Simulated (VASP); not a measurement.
Set up this calculation in VASP 6.6.1, as the native input.

```
Task                   : single point
Functional             : PBE
Potentials or basis    : VASP PAW PBE potentials, release 64 (S, Mg)
Cutoff                 : 600 eV
k mesh                 : 4 × 4 × 4
Occupations            : gaussian, width 0.01 eV
Spin                   : no spin polarisation
Dipole correction      : no
Further INCAR settings : ALGO = Normal; EDIFF = 1e-06; NBANDS = 11
```

The structure of MgS (Niningerite) lies in POSCAR:

```
MgS
1.0
    0.0000000000      2.6016500000      2.6016500000
    2.6016500000      0.0000000000      2.6016500000
    2.6016500000      2.6016500000      0.0000000000
S Mg
1 1
Direct
    0.5000000000      0.5000000000      0.5000000000
    0.0000000000      0.0000000000      0.0000000000
```

One way to write it, as run:

INCAR

```
PREC     = Accurate       # precision mode
ENCUT    = 600            # plane-wave cutoff, eV
EDIFF    = 1E-6           # SCF threshold, eV
ISMEAR   = 0              # smearing method
SIGMA    = 0.01           # smearing width, eV
LREAL    = F              # projectors in reciprocal space
LASPH    = T              # aspherical terms in the spheres
NELM     = 120            # most SCF steps
ALGO     = Normal         # electronic algorithm
ISIF     = 2              # what is computed and relaxed
LWAVE    = F              # write WAVECAR
LCHARG   = F              # write CHGCAR
GGA      = PE             # functional
NBANDS   = 11             # bands
GGA_COMPAT= F
```

KPOINTS

```
regular mesh
0
Gamma
  4 4 4
```

Potentials or basis: VASP PAW PBE potentials, release 64 (S, Mg).

Run with:

```bash
$ cat potpaw_PBE.64/S/POTCAR potpaw_PBE.64/Mg/POTCAR > POTCAR
$ mpirun -np 1 vasp_std > vasp.out
```

Results of the run:

The pressure is 1.3 GPa and the band gap on the k mesh is 2.75 eV, indirect (least direct gap 3.70 eV).

Caveat: the k points lie up to 0.52 Å⁻¹ apart.

Run time: 7.1 s on 1 thread of Intel(R) Xeon(R) Platinum 8259CL CPU @ 2.50GHz (Skylake/Cascade Lake), with other jobs on the host, peak memory 0.16 GiB.
